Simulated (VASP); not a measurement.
Here is a VASP 6.6.1 calculation.

INCAR

```
SYSTEM = BAs
PREC     = Accurate       ! precision mode
ENCUT    = 520            ! plane-wave cutoff, eV
EDIFF    = 1E-7           ! SCF threshold, eV
ISMEAR   = 0              ! smearing method
SIGMA    = 0.05           ! smearing width, eV
LREAL    = .FALSE.        ! projectors in reciprocal space
LASPH    = .TRUE.         ! aspherical terms in the spheres
NELM     = 60             ! most SCF steps
ALGO     = Normal         ! electronic algorithm
ISIF     = 2              ! what is computed and relaxed
LWAVE    = .FALSE.        ! write WAVECAR
LCHARG   = .FALSE.        ! write CHGCAR
LDIPOL   = .TRUE.       
IDIPOL   = 3            
DIPOL    = 0.5 0.5 0.500
GGA      = PS             ! functional
NBANDS   = 31             ! bands
```

Contents of KPOINTS:

```
regular mesh
0
G
  8 8 1
  0 0 0
```

POSCAR

```
BAs
1.0
    3.3713973180      0.0000000000      0.0000000000
    0.0000000000      3.3713973180      0.0000000000
    0.0000000000      0.0000000000     25.7277205753
As B
5 5
Direct
    0.0000000000      0.5000000000      0.2916462663
    0.5000000000      0.0000000000      0.3849366678
    0.0000000000      0.5000000000      0.4773051807
    0.5000000000      0.0000000000      0.5701899112
    0.0000000000      0.5000000000      0.6637260905
    0.5000000000      0.5000000000      0.3386868396
    0.0000000000      0.0000000000      0.4312377851
    0.5000000000      0.5000000000      0.5236261285
    0.0000000000      0.0000000000      0.6158130658
    0.5000000000      0.5000000000      0.7028320645
```

Potentials or basis: VASP PAW PBE potentials, release 64 (As, B).

Command:

```bash
$ cat potpaw_PBE.64/As/POTCAR potpaw_PBE.64/B/POTCAR > POTCAR
$ mpirun -np 1 vasp_std > vasp.out
```

Task: Estimate the band gap on the k mesh.

Result: Zero (band 20 reaches 0.03 eV, above the bottom of band 21 at -1.09 eV).

Task: What does it give for the largest force?

Result: 0.072 eV/Å.

Forces on the atoms (eV/Å):
```
As   0.000  0.000 -0.056
As   0.000  0.000 -0.006
As   0.000  0.000 -0.004
As   0.000  0.000 -0.007
As   0.000  0.000 -0.022
B    0.000  0.000 -0.005
B    0.000  0.000  0.004
B    0.000  0.000  0.007
B    0.000  0.000  0.016
B    0.000  0.000  0.072
```

Caveat: the PAW data sets were made with another functional, which shifts forces and pressure a little.
